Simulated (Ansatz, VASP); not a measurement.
SnSe: VASP beside Ansatz

Contents of INCAR:

```
SYSTEM = SnSe
AGGAC    = 0.0          
ALDAC    = 0.0          
ALGO     = Normal         ! electronic algorithm
EDIFF    = 1E-7           ! SCF threshold, eV
ENCUT    = 520            ! plane-wave cutoff, eV
GGA      = PE             ! functional
ISIF     = 2              ! what is computed and relaxed
ISMEAR   = -1             ! smearing method
LASPH    = .TRUE.         ! aspherical terms in the spheres
LCHARG   = .FALSE.        ! write CHGCAR
LREAL    = .FALSE.        ! projectors in reciprocal space
LWAVE    = .FALSE.        ! write WAVECAR
NBANDS   = 50             ! bands
NELM     = 60             ! most SCF steps
PREC     = Accurate       ! precision mode
SIGMA    = 0.05           ! smearing width, eV
```

File KPOINTS:

```
k-points
0
G
  3 6 6
  0 0 0
```

File POSCAR:

```
SnSe
1.0
   11.4200000000      0.0000000000      0.0000000000
    0.0000000000      4.1900000000      0.0000000000
    0.0000000000      0.0000000000      4.4600000000
Sn Se
4 4
Direct
    0.8770000000      0.7500000000      0.9090000000
    0.6230000000      0.2500000000      0.4090000000
    0.3770000000      0.7500000000      0.5910000000
    0.1230000000      0.2500000000      0.0910000000
    0.6430000000      0.7500000000      0.9840000000
    0.8570000000      0.2500000000      0.4840000000
    0.1430000000      0.7500000000      0.5160000000
    0.3570000000      0.2500000000      0.0160000000
```

File input.yaml:

```yaml
crystal:
  lattice:
    - [11.42, 0.0, 0.0]
    - [0.0, 4.19, 0.0]
    - [0.0, 0.0, 4.46]
  atoms:
    - { symbol: Sn, position: [0.877, 0.75, 0.909] }
    - { symbol: Sn, position: [0.623, 0.25, 0.409] }
    - { symbol: Sn, position: [0.377, 0.75, 0.591] }
    - { symbol: Sn, position: [0.123, 0.25, 0.091] }
    - { symbol: Se, position: [0.643, 0.75, 0.984] }
    - { symbol: Se, position: [0.857, 0.25, 0.484] }
    - { symbol: Se, position: [0.143, 0.75, 0.516] }
    - { symbol: Se, position: [0.357, 0.25, 0.016] }
hamiltonian:
  xc: { exchange: pbe, correlation: none }
  pseudopotentials: { kind: paw }
kpoints:
  mp_grid: { grid: [3, 6, 6] }
  band_path:
    path:
      - [[0.0, 0.0, 0.0], [0.0, 0.5, 0.0], [0.0, 0.5, 0.5], [0.0, 0.0, 0.5], [0.0, 0.0, 0.0], [0.5, 0.0, 0.0], [0.5, 0.5, 0.0], [0.5, 0.5, 0.5], [0.5, 0.0, 0.5], [0.5, 0.0, 0.0]]
      - [[0.0, 0.0, 0.5], [0.5, 0.0, 0.5]]
      - [[0.5, 0.5, 0.0], [0.0, 0.5, 0.0]]
      - [[0.0, 0.5, 0.5], [0.5, 0.5, 0.5]]
    npoints: 10
scf:
  occupations: { method: fermi_dirac, width: 0.05 }
  n_extra_bands: 20
output:
  forces: true
  stress: true
  eigenvalues: true
  fatbands: false
```

Alike in both runs: functional PBE exchange alone; k mesh 3 × 6 × 6; occupations fermi-dirac, width 0.05 eV; no spin polarisation.

|  | VASP | Ansatz |
| --- | --- | --- |
| version | VASP 6.6.1 | Ansatz 0.2.0 |
| potentials or method | VASP PAW PBE potentials, release 64 (Sn_d, Se) | Ansatz PAW |
| plane-wave cutoff (eV) | 520 | 420 |
| valence electrons in the cell | 80 | 120 |
| task | single point | band structure |

VASP gave:

| Property | Result |
| --- | --- |
| gap on the k mesh at the Fermi level (eV) | 0.67 |
| least direct gap on the mesh (eV) | 0.84 |
| pressure (GPa) | 12.4 |
| traceless stress, the component that is largest in VASP (GPa) | 2.16 |
| rms of the force components (eV/Å) | 0.316 |

Problem. Estimate Ansatz's values.

Solution. gap on the k mesh at the Fermi level (eV): 0.68; least direct gap on the mesh (eV): 0.85; pressure (GPa): 12.3; traceless stress, the component that is largest in VASP (GPa): 2.14; rms of the force components (eV/Å): 0.304.

VASP's potentials were made for PBE, not for PBE exchange alone. Atom by atom the forces differ by 0.013 eV/Å (rms over components). With one functional, cell and mesh, what is left measures potentials, basis and numerics. VASP's potentials hold 80 valence electrons a cell and Ansatz's 120, so a difference there can come from the potentials and not from the codes.
